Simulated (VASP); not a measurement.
# ZnGe3 (Pm-3m) in VASP: further runs, part 2 of 3

VASP 6.6.1. The steps go on from the part before.

## (3) Single point, r2SCAN

This run uses another cell than the first one, of 17.82 Å³/atom, 1.029 times its volume.

Input file POSCAR:

```
ZnGe3
1.0
    4.1459232904      0.0000000000      0.0000000000
    0.0000000000      4.1459232904      0.0000000000
    0.0000000000      0.0000000000      4.1459232904
Zn Ge
1 3
Direct
    0.0000000000      0.0000000000      0.0000000000
    0.0000000000      0.5000000000      0.5000000000
    0.5000000000      0.0000000000      0.5000000000
    0.5000000000      0.5000000000      0.0000000000
```

Input file INCAR.step1:

```
SYSTEM = ZnGe3
ALGO = Normal ; EDIFF = 1E-4
ENCUT = 520 ; GGA = PE
ISMEAR = 1 ; LASPH = .TRUE.
LCHARG = .FALSE. ; LREAL = .FALSE.
LWAVE = .TRUE. ; NBANDS = 35
NELM = 80 ; PREC = Accurate
SIGMA = 0.1
```

Input file INCAR.step2:

```
SYSTEM = ZnGe3
ALGO = Normal ; EDIFF = 1E-6
ENCUT = 520 ; ISIF = 2
ISMEAR = 1 ; ISTART = 1
LASPH = .TRUE. ; LCHARG = .TRUE.
LELF = .TRUE. ; LMIXTAU = .TRUE.
LREAL = .FALSE. ; LVHAR = .TRUE.
LWAVE = .FALSE. ; METAGGA = R2SCAN
NBANDS = 35 ; NELM = 80
PREC = Accurate ; SIGMA = 0.1
```

Input file KPOINTS:

```
k-points
0
G
  6 6 6
  0 0 0
```

Potentials or basis: VASP PAW PBE potentials, release 64 (Zn, Ge_d).

Started as:

```console
$ cat potpaw_PBE.64/Zn/POTCAR potpaw_PBE.64/Ge_d/POTCAR > POTCAR
$ cp INCAR.step1 INCAR
$ mpirun -np 1 vasp_std > vasp.out
$ cp INCAR.step2 INCAR
$ mpirun -np 1 vasp_std > vasp.out
```

OUTCAR:

```text
SYSTEM = ZnGe3
   EDIFF = 1E-6
   ENCUT = 520
   ISIF = 2
   ISMEAR = 1
   ISTART = 1
   LASPH = .TRUE.
   LREAL = .FALSE.
   METAGGA = R2SCAN
   NELM = 80
   PREC = Accurate

 ion  position               nearest neighbor table
   1  0.000  0.000  0.000-   2 2.93   3 2.93   4 2.93   2 2.93   3 2.93   2 2.93   4 2.93   2 2.93
                             3 2.93   4 2.93   3 2.93   4 2.93
   2  0.000  0.500  0.500-   1 2.93   1 2.93   1 2.93   1 2.93
   3  0.500  0.000  0.500-   1 2.93   1 2.93   1 2.93   1 2.93
   4  0.500  0.500  0.000-   1 2.93   1 2.93   1 2.93   1 2.93

  LATTYP: Found a simple cubic cell.
 ALAT       =     4.1459232904

  Lattice vectors:

 A1 = (   4.1459232904,   0.0000000000,   0.0000000000)
 A2 = (   0.0000000000,   4.1459232904,   0.0000000000)
 A3 = (   0.0000000000,   0.0000000000,   4.1459232904)

Analysis of symmetry for initial positions (statically):
=====================================================================
 Subroutine PRICEL returns:
 Original cell was already a primitive cell.

 Routine SETGRP: Setting up the symmetry group for a
 simple cubic supercell.

 Subroutine GETGRP returns: Found 48 space group operations
 (whereof 48 operations were pure point group operations)
 out of a pool of 48 trial point group operations.

The static configuration has the point symmetry O_h .

Analysis of symmetry for dynamics (positions and initial velocities):
=====================================================================
 Subroutine PRICEL returns:
 Original cell was already a primitive cell.

 Routine SETGRP: Setting up the symmetry group for a
 simple cubic supercell.

 Subroutine GETGRP returns: Found 48 space group operations
[... 116 lines left out ...]
   EFERMI =   0.00;   METHOD = LEGACY
   ISMEAR =     1;   SIGMA  =   0.10  broadening in eV -4-tet -1-fermi 0-gaus
   EFERMI_NEDOS =   21; number of points for ismear=-14 and -15
   IALGO  =     38    algorithm
   IMIX   =      4    mixing-type and parameters
     AMIX     =   0.40;   BMIX     =  1.00
     AMIX_MAG =   1.60;   BMIX_MAG =  1.00
  volume/ion in A,a.u.               =      17.82       120.23
  Fermi-wavevector in a.u.,A,eV,Ry     =   1.492513  2.820441 30.308275  2.227595
  Thomas-Fermi vector in A             =   2.605031
   LORBIT       =      0    0 simple, 1 ext, 2 COOP (PROOUT), +10 PAW based schemes
   METAGGA = R2SCAN    functional components
   LHFCALC =     F    Hartree Fock is set to
   AEXX    =    0.0000 exact exchange contribution
   IVDW    =     0    specifies the selected vdW correction
   LEPSILON=     F    determine dielectric tensor
   LRPA    =     F    only Hartree local field effects (RPA)
 non-spin polarized calculation
 Methfessel and Paxton  Order N= 1 SIGMA  =   0.10
  energy-cutoff  :      520.00
  volume of cell :       71.26
 maximum number of plane-waves:      1936
 NGX is ok and might be reduce to    32
   NGX = 15   NGY = 15   NGZ = 15

 number of electron      54.0000020 magnetization

 Free energy of the ion-electron system (eV)
  ---------------------------------------------------
  ext. energy  EPLUGINS =         0.00000000
  ---------------------------------------------------
  free energy    TOTEN  =       -48.57776661 eV

  energy without entropy =      -48.57403568  energy(sigma->0) =      -48.57652297

 E-fermi :   6.1906     XC(G=0): -12.5210

 val. band max:        6.1832900288   @ k =   0.5000   0.3333   0.0000
 cond. band min:       6.1948721233   @ k =   0.1667   0.1667   0.0000
 fundamental gap:      0.0115820944
 Fermi energy:         6.1905965950

 k-point     1 :       0.0000    0.0000    0.0000
  band No.  band energies     occupation
      1     -19.5299      2.00000
      2     -19.5299      2.00000
      3     -19.5299      2.00000
      4     -19.5170      2.00000
      5     -19.4669      2.00000
      6     -19.4669      2.00000
[... 749 lines left out ...]
     34      17.7022      0.00000
     35      17.7022      0.00000

------------------------ aborting loop because EDIFF is reached ----------------------------------------

  FORCE on cell =-STRESS in cart. coord.  units (eV):
  Direction    XX          YY          ZZ          XY          YZ          ZX
  --------------------------------------------------------------------------------------
  -------------------------------------------------------------------------------------
  Total        0.5305752      0.5305752      0.5305752      0.0000000      0.0000000      0.0000000
  in kB       11.9287175     11.9287175     11.9287175      0.0000000      0.0000000      0.0000000
  external PRESSURE =      11.9287175 kB  Pullay stress =       0.0000000 kB

 VOLUME and BASIS-vectors are now :
 -----------------------------------------------------------------------------
  energy-cutoff  :      520.00
  volume of cell :       71.26
      direct lattice vectors                 reciprocal lattice vectors
     4.145923290  0.000000000  0.000000000     0.241200797  0.000000000  0.000000000
     0.000000000  4.145923290  0.000000000     0.000000000  0.241200797  0.000000000
     0.000000000  0.000000000  4.145923290     0.000000000  0.000000000  0.241200797

 POSITION                                       TOTAL-FORCE (eV/Angst)
 -----------------------------------------------------------------------------------
      0.00000      0.00000      0.00000         0.000000      0.000000      0.000000
      0.00000      2.07296      2.07296         0.000000      0.000000      0.000000
      2.07296      0.00000      2.07296         0.000000      0.000000      0.000000
      2.07296      2.07296      0.00000         0.000000      0.000000      0.000000
 -----------------------------------------------------------------------------------
    total drift:                                0.000000     -0.000000     -0.000000

  FREE ENERGIE OF THE ION-ELECTRON SYSTEM (eV)
  ---------------------------------------------------
  free  energy   TOTEN  =       -48.5777666136 eV

  energy  without entropy=      -48.5740356783  energy(sigma->0) =      -48.57652297
```

It took 5.1 min on 1 thread of AMD EPYC 7R13, shared host; peak memory 0.17 GiB.

What came out:

| Quantity | Value |
| --- | --- |
| Free energy | -48.5778 eV |
| Pressure | 1.2 GPa |
| Band gap on the k mesh | zero (band 27 reaches 6.74 eV, above the bottom of band 28 at 2.81 eV) |

Levels at points of the mesh, in eV from the Fermi level:
```
           k point  band 25  band 26  band 27  band 28  band 29  band 30
(0.00, 0.00, 0.00)    -4.33    -4.33    -1.39     2.88     2.88     2.88
(0.50, 0.00, 0.00)    -2.22    -1.56    -1.25    -1.25     0.22     0.42
(0.50, 0.50, 0.00)    -0.60    -0.20     0.35     0.35     0.40     0.40
(0.50, 0.50, 0.50)    -5.40    -5.40    -5.40    -3.38     7.60     7.60
```

Caveat: the PAW data sets were made with another functional, which shifts forces and pressure a little.

(Continued in part 3 of 3.)
